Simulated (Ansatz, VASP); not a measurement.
**One calculation of P, two programs**

```
CELL_PARAMETERS angstrom
4.27290 0.05341 0.00000
0.05341 4.27290 0.00000
0.00000 0.00000 4.37800
ATOMIC_POSITIONS crystal
P 0.00000 0.00000 0.00000
```

Change from the starting cell: strain +0.0250 x Voigt [0, 0, 0, 0, 0, 1], atoms carried along.

Alike in both runs: task single point; functional LDA; k mesh 12 × 12 × 12; occupations gaussian, width 0.15 eV; no spin polarisation.

|  | VASP | Ansatz |
| --- | --- | --- |
| version | VASP 6.6.1 | Ansatz 0.2.0 |
| potentials or method | VASP PAW LDA potentials, release 64 (P), cutoff 520 eV | scalar-relativistic, plane waves, PAW |
| valence electrons in the cell | 5 | 5 |

|  | VASP | Ansatz | Ansatz less VASP |
| --- | --- | --- | --- |
| gap on the k mesh at the Fermi level (eV) | none | none | - |
| pressure (GPa) | -4.1 | -4.1 | +0.01 |
| traceless stress, the component that is largest in VASP (GPa) | 0.28 | 0.28 | -0.001 |

LDA's correlation is that of Perdew and Zunger in VASP and of Perdew and Wang (1992) in Ansatz. A gap of «none» marks a metal or a gap that the smearing closes.
